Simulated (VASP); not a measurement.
Crystal: SrO.

```
Sr O
1.0
     3.56324    0.00000    0.00000
    -1.78162    3.08585    0.00000
     0.00000    0.00000    6.25510
Sr O
2 2
Direct
  0.00000 0.00000 0.00000
  0.00000 0.00000 0.50000
  0.33333 0.66667 0.25000
  0.66667 0.33333 0.75000
```

Base run:

- Program: VASP 6.6.1
- Functional: PBE
- Potentials or basis: VASP PAW PBE potentials, release 64 (Sr_sv, O)
- Cutoff: 520 eV
- k mesh: 6 × 6 × 4
- Occupations: gaussian, width 0.01 eV
- Spin: no spin polarisation

Its results: band gap on the k mesh 3.40 eV; pressure 2.6 GPa.

Problem. The run is repeated on the same cell with these changes: functional from PBE to r2SCAN; further incar settings from ALGO = Normal; EDIFF = 1e-06; NBANDS = 24 to ALGO = Normal; EDIFF = 1e-07; NBANDS = 24. What comes out?

Solution. Band gap on the k mesh 3.94 eV; pressure 0.6 GPa.

Caveats: the PAW data sets were made with another functional, which shifts forces and pressure a little (at least some runs).

A k mesh can miss the band edges.
